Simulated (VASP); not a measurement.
Crystal: Pb.

```
CELL_PARAMETERS angstrom
3.48000 0.00000 0.00000
-1.74000 3.01377 0.00000
0.00000 0.00000 5.59000
ATOMIC_POSITIONS crystal
Pb 0.33333 0.66667 0.25000
Pb 0.66667 0.33333 0.75000
```

This isn't the form of Pb at room conditions, which is fcc.

| Property | Result |
| --- | --- |
| Program | VASP 6.6.1 |
| Task | relaxation of cell and atoms |
| Functional | PBEsol |
| Potentials or basis | VASP PAW PBE potentials, release 64 (Pb_d) |
| Cutoff | 600 eV |
| k mesh | 16 × 16 × 10 |
| Occupations | fermi-dirac, width 0.08 eV |
| Spin | no spin polarisation |

At the start: pressure 1.0 GPa; volume 29.31 Å³/atom.

Question: Where does the relaxation end?

Answer: Over 17 steps the energy falls by 6.4 meV/atom and the volume is 29.86 Å³/atom (+1.9 %); space group P6_3/mmc (No. 194, to 0.1 Å) before and after.

Step by step:
```
step  energy change (eV)  largest force (eV/Å)  pressure (GPa)  volume (Å³)
   1              0.0000                0.0000            1.02        58.63
   2             -0.0093                0.0000           -0.36        60.22
   3             -0.0093                0.0000           -0.39        60.29
   4             -0.0122                0.0000           -0.17        59.96
   5             -0.0127                0.0000           -0.03        59.76
   6             -0.0127                0.0000           -0.02        59.74
   7             -0.0127                0.0000           -0.01        59.73
   8             -0.0127                0.0000            0.00        59.71
   9             -0.0127                0.0000            0.05        59.66
  10             -0.0127                0.0000            0.04        59.69
  11             -0.0127                0.0000            0.04        59.70
  12             -0.0127                0.0000            0.02        59.71
  13             -0.0127                0.0000            0.05        59.71
  14             -0.0127                0.0000            0.03        59.71
  15             -0.0127                0.0000            0.02        59.71
  16             -0.0127                0.0000            0.02        59.72
  17             -0.0127                0.0000            0.01        59.72
```

Final structure:
```cif
data_structure
_symmetry_space_group_name_H-M 'P 1'
_symmetry_Int_Tables_number 1
_cell_length_a 3.4579
_cell_length_b 3.4579
_cell_length_c 5.7672
_cell_angle_alpha 90.000
_cell_angle_beta 90.000
_cell_angle_gamma 120.000
_cell_volume 59.72
loop_
_atom_site_label
_atom_site_type_symbol
_atom_site_fract_x
_atom_site_fract_y
_atom_site_fract_z
_atom_site_occupancy
Pb1 Pb 0.33333 0.66667 0.25000 1
Pb2 Pb 0.66667 0.33333 0.75000 1
```

Caveat: the PAW data sets were made with another functional, which shifts forces and pressure a little.
